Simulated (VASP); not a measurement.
# Sc4SiN (P4/mmm) in VASP: notebook

Sc4SiN is run at these levels: PBE; tasks: single point, relaxation of cell and atoms.

All numbers are computed with VASP 6.6.1; they aren't measurements. Logs are shortened: lines on timing, memory, paths and dates and some standing lists are left out, and cuts for length are marked.

## Step 1: The cell of the first run

The structure is tetragonal, space group P4/mmm (No. 123). The conventional cell has a = 2.946 Å, b = 2.946 Å, c = 11.842 Å, α = 90.00°, β = 90.00°, γ = 90.00°. Sc (site symmetry 4mm) has 4 N at 2.45 Å and 5 Sc at 2.57 to 2.95 Å within 3.2 Å. Within 3.7 Å of Sc (site symmetry 4mm) lie 4 Si at 2.80 Å and 8 Sc at 2.95 to 3.47 Å. Within 3.7 Å of Si (site symmetry 4/mmm) lie 8 Sc at 2.80 Å and 4 Si at 2.95 Å. Within 3.2 Å of N (site symmetry 4/mmm) lie 8 Sc at 2.45 Å and 4 N at 2.95 Å.

## Step 2: Single point, PBE

Input file INCAR:

```
ALGO = Normal
EDIFF = 1E-7
ENCUT = 520
GGA = PE
ISIF = 2
ISMEAR = 0
LASPH = True
LCHARG = False
LREAL = False
LWAVE = False
NBANDS = 36
NELM = 60
PREC = Accurate
SIGMA = 0.1
```

Input file KPOINTS:

```
k-points
0
Gamma
  6 6 2
```

Input file POSCAR:

```
Sc4SiN
1.0
    2.9462653810      0.0000000000      0.0000000000
    0.0000000000      2.9462653810      0.0000000000
    0.0000000000      0.0000000000     11.8419523912
Sc Si N
4 1 1
Direct
    0.5000000000      0.5000000000      0.1085684304
    0.0000000000      0.0000000000      0.6574265958
    0.0000000000      0.0000000000      0.3425734042
    0.5000000000      0.5000000000      0.8914315696
    0.5000000000      0.5000000000      0.5000000000
    0.0000000000      0.0000000000      0.0000000000
```

Potentials or basis: VASP PAW PBE potentials, release 64 (Sc_sv, Si, N).

Command:

```sh
$ cat potpaw_PBE.64/Sc_sv/POTCAR potpaw_PBE.64/Si/POTCAR potpaw_PBE.64/N/POTCAR > POTCAR
$ mpirun -np 1 vasp_std > vasp.out
```

OUTCAR:

```text
EDIFF = 1E-7
   ENCUT = 520
   GGA = PE
   ISIF = 2
   ISMEAR = 0
   LASPH = True
   LREAL = False
   NELM = 60
   PREC = Accurate

 ion  position               nearest neighbor table
   1  0.500  0.500  0.109-   6 2.45   6 2.45   6 2.45   6 2.45   4 2.57
   2  0.000  0.000  0.657-   5 2.80   5 2.80   5 2.80   5 2.80
   3  0.000  0.000  0.343-   5 2.80   5 2.80   5 2.80   5 2.80
   4  0.500  0.500  0.891-   6 2.45   6 2.45   6 2.45   6 2.45   1 2.57
   5  0.500  0.500  0.500-   2 2.80   3 2.80   2 2.80   3 2.80   2 2.80   3 2.80   2 2.80   3 2.80

   6  0.000  0.000  0.000-   1 2.45   4 2.45   1 2.45   4 2.45   1 2.45   4 2.45   1 2.45   4 2.45

  LATTYP: Found a simple tetragonal cell.
 ALAT       =     2.9462653810
 C/A-ratio  =     4.0193094850

  Lattice vectors:

 A1 = (   2.9462653810,   0.0000000000,   0.0000000000)
 A2 = (   0.0000000000,   2.9462653810,   0.0000000000)
 A3 = (   0.0000000000,   0.0000000000,  11.8419523912)

Analysis of symmetry for initial positions (statically):
=====================================================================
 Subroutine PRICEL returns:
 Original cell was already a primitive cell.

 Routine SETGRP: Setting up the symmetry group for a
 simple tetragonal supercell.

 Subroutine GETGRP returns: Found 16 space group operations
 (whereof 16 operations were pure point group operations)
 out of a pool of 16 trial point group operations.

The static configuration has the point symmetry D_4h.

Analysis of symmetry for dynamics (positions and initial velocities):
=====================================================================
 Subroutine PRICEL returns:
 Original cell was already a primitive cell.

 Routine SETGRP: Setting up the symmetry group for a
 simple tetragonal supercell.

 Subroutine GETGRP returns: Found 16 space group operations
 (whereof 16 operations were pure point group operations)
 out of a pool of 16 trial point group operations.

The dynamic configuration has the point symmetry D_4h.

 Subroutine INISYM returns: Found 16 space group operations
 (whereof 16 operations are pure point group operations),
 and found     1 'primitive' translations

----------------------------------------------------------------------------------------

                                     Primitive cell

  volume of cell :     102.7938

  direct lattice vectors                    reciprocal lattice vectors
     2.946265381  0.000000000  0.000000000     0.339412738  0.000000000  0.000000000
     0.000000000  2.946265381  0.000000000     0.000000000  0.339412738  0.000000000
     0.000000000  0.000000000 11.841952391     0.000000000  0.000000000  0.084445535

  length of vectors
     2.946265381  2.946265381 11.841952391     0.339412738  0.339412738  0.084445535

  position of ions in fractional coordinates (direct lattice)
     0.500000000  0.500000000  0.108568430
     0.000000000  0.000000000  0.657426596
     0.000000000  0.000000000  0.342573404
     0.500000000  0.500000000  0.891431570
     0.500000000  0.500000000  0.500000000
     0.000000000  0.000000000  0.000000000

  ion indices of the primitive-cell ions
   primitive index   ion index
                 1           1
                 2           2
                 3           3
                 4           4
                 5           5
                 6           6

----------------------------------------------------------------------------------------

 KPOINTS: k-points

Automatic generation of k-mesh.
 Grid dimensions read from file:
 generate k-points for:    6    6    2

 Generating k-lattice:

  Cartesian coordinates                     Fractional coordinates (reciprocal lattice)
     0.056568790  0.000000000  0.000000000     0.166666667  0.000000000  0.000000000
     0.000000000  0.056568790  0.000000000     0.000000000  0.166666667  0.000000000
     0.000000000  0.000000000  0.042222767     0.000000000  0.000000000  0.500000000

  Length of vectors
     0.056568790  0.056568790  0.042222767

  Shift w.r.t. Gamma in fractional coordinates (k-lattice)
     0.000000000  0.000000000  0.000000000

 Subroutine IBZKPT returns following result:
 ===========================================

 Found     20 irreducible k-points:

 Following reciprocal coordinates:
            Coordinates               Weight
  0.000000  0.000000  0.000000      1.000000
  0.166667  0.000000  0.000000      4.000000
  0.333333  0.000000  0.000000      4.000000
  0.500000  0.000000  0.000000      2.000000
  0.166667  0.166667  0.000000      4.000000
  0.333333  0.166667  0.000000      8.000000
[... 12 lines left out ...]
  0.500000  0.333333  0.500000      4.000000
  0.500000  0.500000  0.500000      1.000000
   k-points           NKPTS =     20   k-points in BZ     NKDIM =     20   number of bands    NBANDS=     36
   number of dos      NEDOS =    301   number of ions     NIONS =      6
   total plane-waves  NPLWV =  51840
   dimension x,y,z NGX =    24 NGY =   24 NGZ =   90
   dimension x,y,z NGXF=    48 NGYF=   48 NGZF=  180
   ions per type =               4   1   1
   NGX,Y,Z   is equivalent  to a cutoff of  13.54, 13.54, 12.63 a.u.
   NGXF,Y,Z  is equivalent  to a cutoff of  27.08, 27.08, 25.27 a.u.
 SYSTEM =  unknown system
   PREC   = accura    normal or accurate (medium, high low for compatibility)
   ISTART =      0    job   : 0-new  1-cont  2-samecut
   ICHARG =      2    charge: 1-file 2-atom 10-const
   ISPIN  =      1    spin polarized calculation?
   LNONCOLLINEAR =      F non collinear calculations
   LSORBIT =      F    spin-orbit coupling
   LASPH  =      T    aspherical Exc in radial PAW
   ENCUT  =  520.0 eV  38.22 Ry    6.18 a.u.   5.48  5.48 22.02*2*pi/ulx,y,z
   NELM   =     60;   NELMIN=  2; NELMDL= -5     # of ELM steps
   EDIFF  = 0.1E-06   stopping-criterion for ELM
   LREAL  =      F    real-space projection
   EDIFFG = 0.1E-05   stopping-criterion for IOM
   NSW    =      0    number of steps for IOM
   IBRION =     -1    ionic relax: 0-MD 1-quasi-New 2-CG
   NFREE  =      0    steps in history (QN), initial steepest desc. (CG)
   ISIF   =      2    stress and relaxation
   ISYM   =      2    0-nonsym 1-usesym 2-fastsym
   POTIM  = 0.5000    time-step for ionic-motion
   TEBEG  =    0.0;   TEEND  =   0.0 temperature during run
   PSTRESS=    0.0 pullay stress
   NELECT =      53.0000    total number of electrons
   NUPDOWN=      -1.0000    fix difference up-down
   EMIN   =  10.00;   EMAX   =-10.00  energy-range for DOS
   EFERMI =   0.00;   METHOD = LEGACY
   ISMEAR =     0;   SIGMA  =   0.10  broadening in eV -4-tet -1-fermi 0-gaus
   EFERMI_NEDOS =   21; number of points for ismear=-14 and -15
   IALGO  =     38    algorithm
   IMIX   =      4    mixing-type and parameters
     AMIX     =   0.40;   BMIX     =  1.00
     AMIX_MAG =   1.60;   BMIX_MAG =  1.00
  volume/ion in A,a.u.               =      17.13       115.61
  Fermi-wavevector in a.u.,A,eV,Ry     =   1.312737  2.480714 23.446632  1.723279
  Thomas-Fermi vector in A             =   2.443109
   LORBIT       =      0    0 simple, 1 ext, 2 COOP (PROOUT), +10 PAW based schemes
   GGA     = PE    functional components
   LHFCALC =     F    Hartree Fock is set to
   AEXX    =    0.0000 exact exchange contribution
   IVDW    =     0    specifies the selected vdW correction
   LEPSILON=     F    determine dielectric tensor
   LRPA    =     F    only Hartree local field effects (RPA)
 non-spin polarized calculation
 Gauss-broadening in eV      SIGMA  =   0.10
  energy-cutoff  :      520.00
  volume of cell :      102.79
 maximum number of plane-waves:      2797
 NGX is ok and might be reduce to    24
   NGX = 11   NGY = 11   NGZ = 45

 number of electron      52.9999986 magnetization

 Free energy of the ion-electron system (eV)
  ---------------------------------------------------
  ext. energy  EPLUGINS =         0.00000000
  ---------------------------------------------------
  free energy    TOTEN  =       -41.58738808 eV

  energy without entropy =      -41.56019769  energy(sigma->0) =      -41.57379288

 E-fermi :   5.8340     XC(G=0): -10.8229

 val. band max:        5.8281825076   @ k =   0.5000   0.0000   0.5000
 cond. band min:       5.8508614703   @ k =   0.3333   0.0000   0.5000
 fundamental gap:      0.0226789627
 Fermi energy:         5.8340379289

 k-point     1 :       0.0000    0.0000    0.0000
  band No.  band energies     occupation
      1     -43.9780      2.00000
      2     -43.8351      2.00000
      3     -43.4478      2.00000
      4     -43.4452      2.00000
      5     -22.9796      2.00000
      6     -22.3413      2.00000
[... 28 lines left out ...]
     35       8.7297      0.00000
     36       9.4303      0.00000

 k-point     2 :       0.1667    0.0000    0.0000
  band No.  band energies     occupation
      1     -43.9604      2.00000
      2     -43.8187      2.00000
      3     -43.4306      2.00000
      4     -43.4281      2.00000
      5     -22.9539      2.00000
      6     -22.4965      2.00000
[... 28 lines left out ...]
     35       8.6263      0.00000
     36       8.7278      0.00000

 k-point     3 :       0.3333    0.0000    0.0000
  band No.  band energies     occupation
      1     -43.9250      2.00000
      2     -43.7855      2.00000
      3     -43.3959      2.00000
      4     -43.3937      2.00000
      5     -22.9040      2.00000
      6     -22.7929      2.00000
[... 28 lines left out ...]
     35       8.4279      0.00000
     36       8.4971      0.00000
[... 586 lines left out ...]
 k-point    19 :       0.5000    0.3333    0.5000
  band No.  band energies     occupation
      1     -43.8571      2.00000
      2     -43.7217      2.00000
      3     -43.3288      2.00000
      4     -43.3268      2.00000
      5     -22.8552      2.00000
      6     -22.8097      2.00000
[... 28 lines left out ...]
     35       8.5379      0.00000
     36       8.9269      0.00000

 k-point    20 :       0.5000    0.5000    0.5000
  band No.  band energies     occupation
      1     -43.8402      2.00000
      2     -43.7058      2.00000
      3     -43.3121      2.00000
      4     -43.3101      2.00000
      5     -22.8260      2.00000
      6     -22.8260      2.00000
[... 28 lines left out ...]
     35       9.3570      0.00000
     36       9.3890      0.00000

------------------------ aborting loop because EDIFF is reached ----------------------------------------

  FORCE on cell =-STRESS in cart. coord.  units (eV):
  Direction    XX          YY          ZZ          XY          YZ          ZX
  --------------------------------------------------------------------------------------
  -------------------------------------------------------------------------------------
  Total        0.1237982      0.1237982      0.3320645      0.0000000      0.0000000     -0.0000000
  in kB        1.9295579      1.9295579      5.1756631      0.0000000      0.0000000     -0.0000000
  external PRESSURE =       3.0115930 kB  Pullay stress =       0.0000000 kB

 VOLUME and BASIS-vectors are now :
 -----------------------------------------------------------------------------
  energy-cutoff  :      520.00
  volume of cell :      102.79
      direct lattice vectors                 reciprocal lattice vectors
     2.946265381  0.000000000  0.000000000     0.339412738  0.000000000  0.000000000
     0.000000000  2.946265381  0.000000000     0.000000000  0.339412738  0.000000000
     0.000000000  0.000000000 11.841952391     0.000000000  0.000000000  0.084445535

 POSITION                                       TOTAL-FORCE (eV/Angst)
 -----------------------------------------------------------------------------------
      1.47313      1.47313      1.28566         0.000000      0.000000      0.049180
      0.00000      0.00000      7.78521         0.000000     -0.000000      0.009509
      0.00000      0.00000      4.05674        -0.000000     -0.000000     -0.009509
      1.47313      1.47313     10.55629        -0.000000      0.000000     -0.049180
      1.47313      1.47313      5.92098         0.000000      0.000000      0.000000
      0.00000      0.00000      0.00000         0.000000      0.000000      0.000000
 -----------------------------------------------------------------------------------
    total drift:                                0.000000     -0.000000      0.000000

  FREE ENERGIE OF THE ION-ELECTRON SYSTEM (eV)
  ---------------------------------------------------
  free  energy   TOTEN  =       -41.5873880754 eV

  energy  without entropy=      -41.5601976895  energy(sigma->0) =      -41.57379288
```

It took 40 s on 1 thread of Intel Xeon 6975P-C (Granite Rapids), shared host; peak memory 0.25 GiB.

What came out:

- Free energy: -41.5874 eV
- Pressure: 0.3 GPa
- Largest force: 0.049 eV/Å

Forces in eV/Å, atoms in the order of the input:
```
Sc   0.000  0.000  0.049
Sc   0.000  0.000  0.010
Sc   0.000  0.000 -0.010
Sc   0.000  0.000 -0.049
Si   0.000  0.000  0.000
N    0.000  0.000  0.000
```

Levels at points of the mesh, in eV from the Fermi level:
```
           k point  band 22  band 23  band 24  band 25  band 26  band 27  band 28  band 29  band 30  band 31
(0.00, 0.00, 0.00)    -1.92    -1.92    -1.16    -0.87    -0.85    -0.36    -0.31    -0.01     0.14     1.68
(0.50, 0.00, 0.00)    -2.25    -1.93    -1.18    -0.96    -0.92    -0.62     0.31     0.36     0.40     0.49
(0.50, 0.50, 0.00)    -3.48    -3.48    -2.74    -0.05     0.13     0.13     0.24     1.04     1.09     1.09
(0.00, 0.00, 0.50)    -1.95    -1.92    -1.92    -0.84    -0.52    -0.35    -0.21    -0.09     0.06     1.77
(0.50, 0.00, 0.50)    -2.25    -1.93    -1.46    -0.93    -0.60    -0.47    -0.01     0.41     0.45     0.48
(0.50, 0.50, 0.50)    -3.48    -3.48    -2.76     0.22     0.22     0.26     0.50     0.80     0.85     0.87
```

## Step 3: Single point, PBE

This run uses another cell than the first one, of 17.22 Å³/atom, 1.005 times its volume.

Input file INCAR:

```
PREC = Accurate ; ENCUT = 520
EDIFF = 1E-7 ; ISMEAR = 0
SIGMA = 0.1 ; LREAL = False
LASPH = True ; NELM = 80
ALGO = Normal ; ISIF = 2
LWAVE = False ; LCHARG = True
GGA = PE ; LELF = True
LVHAR = True ; NBANDS = 36
```

Input file KPOINTS:

```
Automatic mesh
0
Gamma
  6 6 2
```

Input file POSCAR:

```
Sc4SiN
1.0
    3.0911352000      0.0000000000      0.0000000000
    0.0000000000      3.0911352000      0.0000000000
    0.0000000000      0.0000000000     10.8109279300
Sc Si N
4 1 1
Direct
    0.5000000000      0.5000000000      0.1703388400
    0.0000000000      0.0000000000      0.6526067300
    0.0000000000      0.0000000000      0.3473932700
    0.5000000000      0.5000000000      0.8296611600
    0.5000000000      0.5000000000      0.5000000000
    0.0000000000      0.0000000000      0.0000000000
```

Potentials or basis: VASP PAW PBE potentials, release 64 (Sc_sv, Si, N).

Command:

```sh
$ cat potpaw_PBE.64/Sc_sv/POTCAR potpaw_PBE.64/Si/POTCAR potpaw_PBE.64/N/POTCAR > POTCAR
$ mpirun -np 1 vasp_std > vasp.out
```

It took 38 s on 1 thread of Intel Xeon 6975P-C (Granite Rapids), shared host; peak memory 0.23 GiB.

The run converged. Its results:

```
Free energy   : -37.6914 eV
Pressure      : 6.3 GPa
Largest force : 4.443 eV/Å
```

Forces in eV/Å, atoms in the order of the input:
```
Sc   0.000  0.000 -4.443
Sc   0.000  0.000 -1.271
Sc   0.000  0.000  1.271
Sc   0.000  0.000  4.443
Si   0.000  0.000  0.000
N    0.000  0.000  0.000
```

Stress tensor (GPa, compression positive):
```
8.31 0.00 0.00
0.00 8.31 0.00
0.00 0.00 2.24
```

Levels at points of the mesh, in eV from the Fermi level:
| k point | band 22 | band 23 | band 24 | band 25 | band 26 | band 27 | band 28 | band 29 | band 30 | band 31 |
| --- | --- | --- | --- | --- | --- | --- | --- | --- | --- | --- |
| (0.00, 0.00, 0.00) | -1.24 | -0.82 | -0.54 | 0.00 | 0.00 | 0.53 | 1.05 | 1.25 | 1.25 | 1.55 |
| (0.50, 0.00, 0.00) | -1.83 | -1.34 | -0.98 | -0.54 | -0.20 | 0.25 | 1.22 | 1.23 | 1.26 | 1.64 |
| (0.50, 0.50, 0.00) | -2.44 | -2.39 | -2.39 | -0.84 | -0.05 | -0.05 | 0.48 | 0.48 | 1.16 | 1.33 |
| (0.00, 0.00, 0.50) | -1.56 | -0.80 | -0.58 | 0.00 | 0.00 | 0.43 | 1.12 | 1.23 | 1.23 | 1.49 |
| (0.50, 0.00, 0.50) | -1.76 | -1.36 | -1.15 | -0.42 | -0.17 | 0.25 | 1.28 | 1.36 | 1.36 | 1.52 |
| (0.50, 0.50, 0.50) | -2.50 | -2.40 | -2.40 | -0.44 | 0.14 | 0.14 | 0.24 | 0.24 | 0.40 | 1.46 |

Caveat: forces of over 1 eV/Å act on the atoms, so gaps and moduli don't describe the material at rest.

## Step 4: Single point, PBE

Input file INCAR:

```
SYSTEM = Sc4SiN
  PREC = Accurate
  ENCUT = 520
  EDIFF = 1E-7
  ISMEAR = 0
  SIGMA = 0.1
  LREAL = .False.
  LASPH = .True.
  NELM = 100
  ALGO = Normal
  ISIF = 2
  LWAVE = .False.
  LCHARG = .False.
  GGA = PE
  NBANDS = 36
```

Input file KPOINTS:

```
regular mesh
0
Gamma
  12 12 4
  0 0 0
```

Input file POSCAR:

```
Sc4SiN
1.0
    2.9498580788      0.0000000000      0.0000000000
    0.0000000000      2.9498580788      0.0000000000
    0.0000000000      0.0000000000     11.8143184642
Sc Si N
4 1 1
Direct
    0.5000000000      0.5000000000      0.1087533023
    0.0000000000      0.0000000000      0.6589543881
    0.0000000000      0.0000000000      0.3410456119
    0.5000000000      0.5000000000      0.8912466977
    0.5000000000      0.5000000000      0.5000000000
    0.0000000000      0.0000000000      0.0000000000
```

Command:

```sh
$ cat potpaw_PBE.64/Sc_sv/POTCAR potpaw_PBE.64/Si/POTCAR potpaw_PBE.64/N/POTCAR > POTCAR
$ mpirun -np 1 vasp_std > vasp.out
```

Run time: 2.5 min. Hardware: 1 thread of Intel Xeon 6975P-C (Granite Rapids), shared host; peak memory 0.4 GiB.

Results (log left out):

| Property | Result |
| --- | --- |
| Free energy | -41.6110 eV |
| Pressure | 0.3 GPa |
| Largest force | 0.055 eV/Å |

Forces on the atoms (eV/Å):
```
Sc   0.000  0.000  0.055
Sc   0.000  0.000  0.012
Sc   0.000  0.000 -0.012
Sc   0.000  0.000 -0.055
Si   0.000  0.000  0.000
N    0.000  0.000  0.000
```

Levels at points of the mesh, in eV from the Fermi level:
```csv
k point,band 24,band 25,band 26,band 27,band 28,band 29
"(0.00, 0.00, 0.00)",-1.15,-0.85,-0.79,-0.35,-0.31,0.03
"(0.50, 0.00, 0.00)",-1.19,-0.95,-0.92,-0.61,0.34,0.35
"(0.50, 0.50, 0.00)",-2.73,-0.05,0.11,0.11,0.21,1.06
"(0.00, 0.00, 0.50)",-1.90,-0.83,-0.52,-0.33,-0.15,-0.09
"(0.50, 0.00, 0.50)",-1.46,-0.93,-0.59,-0.46,0.01,0.43
"(0.50, 0.50, 0.50)",-2.75,0.19,0.19,0.26,0.51,0.79
```

[end of part 1 of 2]
